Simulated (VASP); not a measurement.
# CaO (F-43m) in VASP: notebook

CaO is run at these levels: PBEsol; tasks: single point, relaxation of cell and atoms.

Everything below comes from runs of VASP 6.6.1. Logs are shortened: lines on timing, memory, paths and dates and some standing lists are left out, and cuts for length are marked.

## Step 1: The cell of the first run

It takes space group F-43m (No. 216, cubic). The conventional cell has a = 5.179 Å, b = 5.179 Å, c = 5.179 Å, α = 90.00°, β = 90.00°, γ = 90.00°. Within 3.0 Å of Ca (site symmetry -43m) lie 4 O at 2.24 Å. O (site symmetry -43m) has 4 Ca at 2.24 Å within 3.0 Å.

## Step 2: Single point, PBEsol

File INCAR:

```
ALGO     = Normal         # electronic algorithm
EDIFF    = 1E-6           # SCF threshold, eV
ENCUT    = 520            # plane-wave cutoff, eV
GGA      = PS             # functional
ISIF     = 2              # what is computed and relaxed
ISMEAR   = -1             # smearing method
LASPH    = True           # aspherical terms in the spheres
LCHARG   = False          # write CHGCAR
LREAL    = False          # projectors in reciprocal space
LWAVE    = False          # write WAVECAR
NBANDS   = 15             # bands
NELM     = 100            # most SCF steps
PREC     = Accurate       # precision mode
SIGMA    = 0.03           # smearing width, eV
```

File KPOINTS:

```
k-points
0
Gamma
  8 8 8
```

File POSCAR:

```
CaO
1.0
    0.0000000000      2.5894655963      2.5894655963
    2.5894655963      0.0000000000      2.5894655963
    2.5894655963      2.5894655963      0.0000000000
Ca O
1 1
Direct
    0.0000000000      0.0000000000      0.0000000000
    0.7500000000      0.7500000000      0.7500000000
```

Potentials or basis: VASP PAW PBE potentials, release 64 (Ca_sv, O).

Started as:

```
$ cat potpaw_PBE.64/Ca_sv/POTCAR potpaw_PBE.64/O/POTCAR > POTCAR
$ mpirun -np 1 vasp_std > vasp.out
```

OUTCAR:

```text
EDIFF = 1E-6
   ENCUT = 520
   GGA = PS
   ISIF = 2
   ISMEAR = -1
   LASPH = True
   LREAL = False
   NELM = 100
   PREC = Accurate

 ion  position               nearest neighbor table
   1  0.000  0.000  0.000-   2 2.24   2 2.24   2 2.24   2 2.24
   2  0.750  0.750  0.750-   1 2.24   1 2.24   1 2.24   1 2.24

  LATTYP: Found a face centered cubic cell.
 ALAT       =     5.1789311926

  Lattice vectors:

 A1 = (   0.0000000000,   2.5894655963,   2.5894655963)
 A2 = (   2.5894655963,   0.0000000000,   2.5894655963)
 A3 = (   2.5894655963,   2.5894655963,   0.0000000000)

Analysis of symmetry for initial positions (statically):
=====================================================================
 Subroutine PRICEL returns:
 Original cell was already a primitive cell.

 Routine SETGRP: Setting up the symmetry group for a
 face centered cubic supercell.

 Subroutine GETGRP returns: Found 24 space group operations
 (whereof 24 operations were pure point group operations)
 out of a pool of 48 trial point group operations.

The static configuration has the point symmetry T_d .

Analysis of symmetry for dynamics (positions and initial velocities):
=====================================================================
 Subroutine PRICEL returns:
 Original cell was already a primitive cell.

 Routine SETGRP: Setting up the symmetry group for a
 face centered cubic supercell.

 Subroutine GETGRP returns: Found 24 space group operations
 (whereof 24 operations were pure point group operations)
 out of a pool of 48 trial point group operations.

The dynamic configuration has the point symmetry T_d .

 Subroutine INISYM returns: Found 24 space group operations
 (whereof 24 operations are pure point group operations),
 and found     1 'primitive' translations

----------------------------------------------------------------------------------------

                                     Primitive cell

  volume of cell :      34.7265

  direct lattice vectors                    reciprocal lattice vectors
     0.000000000  2.589465596  2.589465596    -0.193090034  0.193090034  0.193090034
     2.589465596  0.000000000  2.589465596     0.193090034 -0.193090034  0.193090034
     2.589465596  2.589465596  0.000000000     0.193090034  0.193090034 -0.193090034

  length of vectors
     3.662057366  3.662057366  3.662057366     0.334441749  0.334441749  0.334441749

  position of ions in fractional coordinates (direct lattice)
     0.000000000  0.000000000  0.000000000
     0.750000000  0.750000000  0.750000000

  ion indices of the primitive-cell ions
   primitive index   ion index
                 1           1
                 2           2

----------------------------------------------------------------------------------------

 KPOINTS: k-points

Automatic generation of k-mesh.
 Grid dimensions read from file:
 generate k-points for:    8    8    8

 Generating k-lattice:

  Cartesian coordinates                     Fractional coordinates (reciprocal lattice)
    -0.024136254  0.024136254  0.024136254     0.125000000  0.000000000  0.000000000
     0.024136254 -0.024136254  0.024136254     0.000000000  0.125000000  0.000000000
     0.024136254  0.024136254 -0.024136254     0.000000000  0.000000000  0.125000000

  Length of vectors
     0.041805219  0.041805219  0.041805219

  Shift w.r.t. Gamma in fractional coordinates (k-lattice)
     0.000000000  0.000000000  0.000000000

 Subroutine IBZKPT returns following result:
 ===========================================

 Found     29 irreducible k-points:

 Following reciprocal coordinates:
            Coordinates               Weight
  0.000000  0.000000  0.000000      1.000000
  0.125000  0.000000  0.000000      8.000000
  0.250000  0.000000  0.000000      8.000000
  0.375000  0.000000  0.000000      8.000000
  0.500000  0.000000  0.000000      4.000000
  0.125000  0.125000  0.000000      6.000000
[... 16 lines left out ...]
  0.500000  0.250000  0.125000     48.000000
 -0.375000  0.250000  0.125000     24.000000
 [... further k-points ...]
   k-points           NKPTS =     29   k-points in BZ     NKDIM =     29   number of bands    NBANDS=     15
   number of dos      NEDOS =    301   number of ions     NIONS =      2
   total plane-waves  NPLWV =  21952
   dimension x,y,z NGX =    28 NGY =   28 NGZ =   28
   dimension x,y,z NGXF=    56 NGYF=   56 NGZF=   56
   ions per type =               1   1
   NGX,Y,Z   is equivalent  to a cutoff of  12.71, 12.71, 12.71 a.u.
   NGXF,Y,Z  is equivalent  to a cutoff of  25.42, 25.42, 25.42 a.u.
 SYSTEM =  unknown system
   PREC   = accura    normal or accurate (medium, high low for compatibility)
   ISTART =      0    job   : 0-new  1-cont  2-samecut
   ICHARG =      2    charge: 1-file 2-atom 10-const
   ISPIN  =      1    spin polarized calculation?
   LNONCOLLINEAR =      F non collinear calculations
   LSORBIT =      F    spin-orbit coupling
   LASPH  =      T    aspherical Exc in radial PAW
   ENCUT  =  520.0 eV  38.22 Ry    6.18 a.u.   6.81  6.81  6.81*2*pi/ulx,y,z
   NELM   =    100;   NELMIN=  2; NELMDL= -5     # of ELM steps
   EDIFF  = 0.1E-05   stopping-criterion for ELM
   LREAL  =      F    real-space projection
   EDIFFG = 0.1E-04   stopping-criterion for IOM
   NSW    =      0    number of steps for IOM
   IBRION =     -1    ionic relax: 0-MD 1-quasi-New 2-CG
   NFREE  =      0    steps in history (QN), initial steepest desc. (CG)
   ISIF   =      2    stress and relaxation
   ISYM   =      2    0-nonsym 1-usesym 2-fastsym
   POTIM  = 0.5000    time-step for ionic-motion
   TEBEG  =    0.0;   TEEND  =   0.0 temperature during run
   PSTRESS=    0.0 pullay stress
   NELECT =      16.0000    total number of electrons
   NUPDOWN=      -1.0000    fix difference up-down
   EMIN   =  10.00;   EMAX   =-10.00  energy-range for DOS
   EFERMI =   0.00;   METHOD = LEGACY
   ISMEAR =    -1;   SIGMA  =   0.03  broadening in eV -4-tet -1-fermi 0-gaus
   EFERMI_NEDOS =   21; number of points for ismear=-14 and -15
   IALGO  =     38    algorithm
   IMIX   =      4    mixing-type and parameters
     AMIX     =   0.40;   BMIX     =  1.00
     AMIX_MAG =   1.60;   BMIX_MAG =  1.00
  volume/ion in A,a.u.               =      17.36       117.17
  Fermi-wavevector in a.u.,A,eV,Ry     =   1.264430  2.389426 21.752755  1.598782
  Thomas-Fermi vector in A             =   2.397735
   LORBIT       =      0    0 simple, 1 ext, 2 COOP (PROOUT), +10 PAW based schemes
   GGA     = PS    functional components
   LHFCALC =     F    Hartree Fock is set to
   AEXX    =    0.0000 exact exchange contribution
   IVDW    =     0    specifies the selected vdW correction
   LEPSILON=     F    determine dielectric tensor
   LRPA    =     F    only Hartree local field effects (RPA)
 non-spin polarized calculation
  energy-cutoff  :      520.00
  volume of cell :       34.73
 maximum number of plane-waves:       950
   NGX = 13   NGY = 13   NGZ = 13

 number of electron      15.9999997 magnetization

 Free energy of the ion-electron system (eV)
  ---------------------------------------------------
  ext. energy  EPLUGINS =         0.00000000
  ---------------------------------------------------
  free energy    TOTEN  =       -12.96117287 eV

  energy without entropy =      -12.96117287  energy(sigma->0) =      -12.96117287

 E-fermi :   1.1054     XC(G=0):  -9.3710

 val. band max:        0.4234429187   @ k =  -0.2500   0.5000   0.2500
 cond. band min:       3.6856612956   @ k =   0.0000   0.0000   0.0000
 fundamental gap:      3.2622183769
 Fermi energy:         1.1054272486

 k-point     1 :       0.0000    0.0000    0.0000
  band No.  band energies     occupation
      1     -36.4105      2.00000
      2     -17.4270      2.00000
      3     -17.4270      2.00000
      4     -17.4270      2.00000
      5     -14.3063      2.00000
      6      -0.2495      2.00000
      7      -0.2495      2.00000
      8      -0.2495      2.00000
      9       3.6857      0.00000
     10       8.4817      0.00000
     11       8.4817      0.00000
     12      10.1800      0.00000
     13      10.1800      0.00000
     14      10.1800      0.00000
     15      17.0476      0.00000

 k-point     2 :       0.1250    0.0000    0.0000
  band No.  band energies     occupation
      1     -36.4029      2.00000
      2     -17.5665      2.00000
      3     -17.4358      2.00000
      4     -17.4358      2.00000
      5     -14.1701      2.00000
      6      -0.4285      2.00000
      7      -0.2033      2.00000
      8      -0.2033      2.00000
      9       4.2449      0.00000
     10       8.2979      0.00000
     11       8.2979      0.00000
     12       9.9410      0.00000
     13      10.3442      0.00000
     14      10.3442      0.00000
     15      15.3534      0.00000

 k-point     3 :       0.2500    0.0000    0.0000
  band No.  band energies     occupation
      1     -36.3847      2.00000
      2     -17.8607      2.00000
      3     -17.4568      2.00000
      4     -17.4568      2.00000
      5     -13.8912      2.00000
      6      -0.6421      2.00000
      7      -0.0995      2.00000
      8      -0.0995      2.00000
      9       5.3864      0.00000
     10       8.1142      0.00000
     11       8.1142      0.00000
     12       9.4606      0.00000
     13      10.4355      0.00000
     14      10.4355      0.00000
     15      13.3721      0.00000
[... 343 lines left out ...]
 k-point    23 :       0.5000    0.2500    0.1250
  band No.  band energies     occupation
      1     -36.3563      2.00000
      2     -18.1352      2.00000
      3     -17.5985      2.00000
      4     -17.5094      2.00000
      5     -13.5206      2.00000
      6      -0.6129      2.00000
      7      -0.0723      2.00000
      8       0.1519      2.00000
      9       6.0330      0.00000
     10       7.2041      0.00000
     11       8.6197      0.00000
     12       9.7668      0.00000
     13      10.2907      0.00000
     14      10.7540      0.00000
     15      13.2211      0.00000

 k-point    24 :      -0.3750    0.2500    0.1250
  band No.  band energies     occupation
      1     -36.3502      2.00000
      2     -18.1940      2.00000
      3     -17.6201      2.00000
      4     -17.5217      2.00000
      5     -13.4526      2.00000
      6      -0.4516      2.00000
      7      -0.1632      2.00000
      8       0.1962      2.00000
      9       5.8951      0.00000
     10       7.3352      0.00000
     11       8.5225      0.00000
     12       9.9538      0.00000
     13      10.1552      0.00000
     14      11.0824      0.00000
     15      12.8192      0.00000

 [... further k-points ...]

------------------------ aborting loop because EDIFF is reached ----------------------------------------

  FORCE on cell =-STRESS in cart. coord.  units (eV):
  Direction    XX          YY          ZZ          XY          YZ          ZX
  --------------------------------------------------------------------------------------
  -------------------------------------------------------------------------------------
  Total        0.1199261      0.1199261      0.1199261     -0.0000000     -0.0000000      0.0000000
  in kB        5.5330395      5.5330395      5.5330395     -0.0000000     -0.0000000      0.0000000
  external PRESSURE =       5.5330395 kB  Pullay stress =       0.0000000 kB

 VOLUME and BASIS-vectors are now :
 -----------------------------------------------------------------------------
  energy-cutoff  :      520.00
  volume of cell :       34.73
      direct lattice vectors                 reciprocal lattice vectors
     0.000000000  2.589465596  2.589465596    -0.193090034  0.193090034  0.193090034
     2.589465596  0.000000000  2.589465596     0.193090034 -0.193090034  0.193090034
     2.589465596  2.589465596  0.000000000     0.193090034  0.193090034 -0.193090034

 POSITION                                       TOTAL-FORCE (eV/Angst)
 -----------------------------------------------------------------------------------
      0.00000      0.00000      0.00000         0.000000      0.000000      0.000000
      3.88420      3.88420      3.88420        -0.000000     -0.000000     -0.000000
 -----------------------------------------------------------------------------------
    total drift:                                0.000000      0.000000      0.000000

  FREE ENERGIE OF THE ION-ELECTRON SYSTEM (eV)
  ---------------------------------------------------
  free  energy   TOTEN  =       -12.9611728655 eV

  energy  without entropy=      -12.9611728654  energy(sigma->0) =      -12.96117287
```

Wall time 16 s (1 thread of Intel Xeon 8259CL, shared host); peak memory 0.16 GiB.

What came out:

| Property | Result |
| --- | --- |
| Free energy | -12.9612 eV |
| Pressure | 0.6 GPa |
| Band gap on the k mesh | 3.26 eV (least direct gap 3.94 eV) |

Levels at points of the mesh, in eV from the valence-band top:
| k point | band 6 | band 7 | band 8 | band 9 | band 10 | band 11 |
| --- | --- | --- | --- | --- | --- | --- |
| (0.00, 0.00, 0.00) | -0.67 | -0.67 | -0.67 | 3.26 | 8.06 | 8.06 |
| (0.50, 0.00, 0.00) | -1.03 | -0.40 | -0.40 | 6.13 | 7.95 | 7.95 |
| (0.50, 0.50, 0.00) | -1.51 | 0.00 | 0.00 | 4.87 | 6.63 | 9.15 |

Caveat: the PAW data sets were made with another functional, which shifts forces and pressure a little. A k mesh can miss the band edges.

## Step 3: Relaxation of cell and atoms, PBEsol

This run uses another cell than the first one, of 13.89 Å³/atom.

File INCAR:

```
PREC     = Accurate       # precision mode
ENCUT    = 600            # plane-wave cutoff, eV
EDIFF    = 1E-7           # SCF threshold, eV
ISMEAR   = -1             # smearing method
SIGMA    = 0.03           # smearing width, eV
LREAL    = False          # projectors in reciprocal space
LASPH    = True           # aspherical terms in the spheres
NELM     = 80             # most SCF steps
ALGO     = Normal         # electronic algorithm
ISIF     = 3              # what is computed and relaxed
LWAVE    = False          # write WAVECAR
LCHARG   = False          # write CHGCAR
GGA      = PS             # functional
IBRION   = 2              # ionic algorithm
NSW      = 100            # ionic steps
EDIFFG   = -0.01          # ionic threshold
```

File KPOINTS:

```
Automatic mesh
0
Gamma
  8 8 8
```

File POSCAR:

```
CaO
1.0
    0.0000000000      2.4035557000      2.4035557000
    2.4035557000      0.0000000000      2.4035557000
    2.4035557000      2.4035557000      0.0000000000
Ca O
1 1
Direct
    0.0000000000      0.0000000000      0.0000000000
    0.7500000000      0.7500000000      0.7500000000
```

Potentials or basis: VASP PAW PBE potentials, release 64 (Ca_sv, O).

Started as:

```
$ cat potpaw_PBE.64/Ca_sv/POTCAR potpaw_PBE.64/O/POTCAR > POTCAR
$ mpirun -np 1 vasp_std > vasp.out
```

It took 61 s on 1 thread of Intel Xeon 8259CL, shared host; peak memory 0.17 GiB.

Results (log left out):

- Free energy: -12.9562 eV
- Relaxed volume: 17.46 Å³/atom
- Relaxed cell: a = 3.669 Å, b = 3.669 Å, c = 3.669 Å, α = 60.00°, β = 60.00°, γ = 60.00°
- Space group after relaxing (to 0.1 Å): F-43m (No. 216)
- Energy gained by relaxing: 276.7 meV/atom
- Ionic steps: 5
- Pressure after relaxing: 0.1 GPa
- Band gap on the k mesh: 3.24 eV (least direct gap 3.91 eV)

Step by step:
```csv
step,energy change (eV),largest force (eV/Å),pressure (GPa),volume (Å³)
1,0.0000,0.0000,29.97,27.77
2,-0.4241,0.0000,-8.12,39.57
3,-0.5534,0.0000,0.12,34.89
4,-0.5533,0.0000,-0.24,35.05
5,-0.5534,0.0000,0.05,34.92
```

Final structure:
```
Ca O
1.0
     0.00000    2.59436    2.59436
     2.59436    0.00000    2.59436
     2.59436    2.59436    0.00000
Ca O
1 1
Direct
  0.00000 0.00000 0.00000
  0.75000 0.75000 0.75000
```

Levels at points of the mesh, in eV from the valence-band top:
| k point | band 6 | band 7 | band 8 | band 9 | band 10 | band 11 |
| --- | --- | --- | --- | --- | --- | --- |
| (0.00, 0.00, 0.00) | -0.66 | -0.66 | -0.66 | 3.24 | 8.04 | 8.04 |
| (0.50, 0.00, 0.00) | -1.03 | -0.39 | -0.39 | 6.11 | 7.92 | 7.92 |
| (0.50, 0.50, 0.00) | -1.50 | 0.00 | 0.00 | 4.86 | 6.62 | 9.12 |

Caveat: the volume moved by over 15 % at a fixed basis, so the end points are rough; the PAW data sets were made with another functional, which shifts forces and pressure a little.
